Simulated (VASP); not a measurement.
Crystal: TiO2.

```
Ti O
1.0
     4.59141    0.00000    0.00000
     0.00000    4.59141    0.00000
     0.00000    0.00000    2.93887
Ti O
2 4
Direct
  0.00000 0.00000 0.00000
  0.50000 0.50000 0.50000
  0.30446 0.30446 0.00000
  0.69554 0.69554 0.00000
  0.19554 0.80446 0.50000
  0.80446 0.19554 0.50000
```

Base run:

```yaml
Program: VASP 6.6.1
Functional: PBE
Potentials_or_basis: VASP PAW PBE potentials, release 64 (Ti_sv, O)
Cutoff: 520 eV
k_mesh: 5 × 5 × 8
Occupations: fermi-dirac, width 0.05 eV
Spin: no spin polarisation
```

Its results: band gap on the k mesh 1.88 eV, direct; pressure 7.8 GPa; largest force 0.098 eV/Å.

Task: The run is repeated on the same cell with these changes: functional from PBE to r2SCAN; further incar settings from ALGO = Normal; EDIFF = 1e-06; NBANDS = 33 to ALGO = Normal; EDIFF = 1e-07; NBANDS = 33. What comes out?

Result: Band gap on the k mesh 2.25 eV, direct; pressure 3.3 GPa; largest force 0.054 eV/Å.

Caveats: the PAW data sets were made with another functional, which shifts forces and pressure a little (some runs).

A k mesh can miss the band edges.
